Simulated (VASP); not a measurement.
Here is a VASP 6.6.1 calculation.

File INCAR:

```
PREC = Accurate
ENCUT = 600
EDIFF = 1E-7
ISMEAR = 0
SIGMA = 0.01
LREAL = False
LASPH = True
NELM = 80
ALGO = Normal
ISIF = 3
LWAVE = False
LCHARG = False
GGA = PS
IBRION = 2
NSW = 100
EDIFFG = -0.002
PSTRESS = 20.0
```

The input KPOINTS:

```
Automatic mesh
0
Gamma
  8 8 8
```

File POSCAR:

```
CdF2
1.0
    2.6921155975      2.6921155975      0.0000000000
   -2.6921155975      2.6921155975      0.0000000000
    0.0000000000      2.6921155975      2.6921155975
Cd F
1 2
Direct
    0.0000000000      0.0000000000      0.0000000000
    0.2500000000      0.7500000000      0.5000000000
    0.7500000000      0.2500000000      0.5000000000
```

Potentials or basis: VASP PAW PBE potentials, release 64 (Cd, F).

Run with:

```sh
$ cat potpaw_PBE.64/Cd/POTCAR potpaw_PBE.64/F/POTCAR > POTCAR
$ mpirun -np 1 vasp_std > vasp.out
```

Task: Predict the band gap on the k mesh.

Result: 2.95 eV (least direct gap 3.42 eV).

Task: Estimate the relaxed volume.

Result: 12.85 Å³/atom.

The path:
| step | energy change (eV) | largest force (eV/Å) | pressure (GPa) | volume (Å³) |
| --- | --- | --- | --- | --- |
| 1 | 0.0000 | 0.0000 | 0.64 | 39.02 |
| 2 | 0.0059 | 0.0000 | 2.47 | 38.40 |
| 3 | 0.0038 | 0.0000 | 2.00 | 38.55 |

Caveat: the cell is relaxed towards a set pressure, so the run minimises the enthalpy, not the energy; the PAW data sets were made with another functional, which shifts forces and pressure a little. A k mesh can miss the band edges.
